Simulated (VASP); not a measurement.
Runs of VASP 6.6.1 on ZrC. The structure is that of space group F-43m (No. 216), or close to it. The cells are those of the table. 

```tsv
cell	k mesh	smearing	gap on the mesh (eV)	pressure (GPa)
a = 3.597 Å, angles 60.0°, 2 atoms	6 × 6 × 6	gaussian 0.05 eV	0.54	0.1
a = 3.523 Å, angles 60.0°, 2 atoms	6 × 6 × 6	gaussian 0.05 eV	0.56	10.3
a = 3.597 Å, angles 60.0°, 2 atoms	12 × 12 × 12	gaussian 0.02 eV	0.49	(a)
a = 3.621 Å, angles 60.0°, 2 atoms	6 × 6 × 6	gaussian 0.05 eV	0.54	(b)
```

Alike in all rows: task single point; level PBE; potentials or basis VASP PAW PBE potentials, release 64 (Zr_sv, C); no spin polarisation; cutoff (eV) 600.

Estimate the missing entries.

(a) 0.4; (b) -2.7.

A k mesh can miss the band edges, and the runs leave out spin-orbit coupling on Zr.
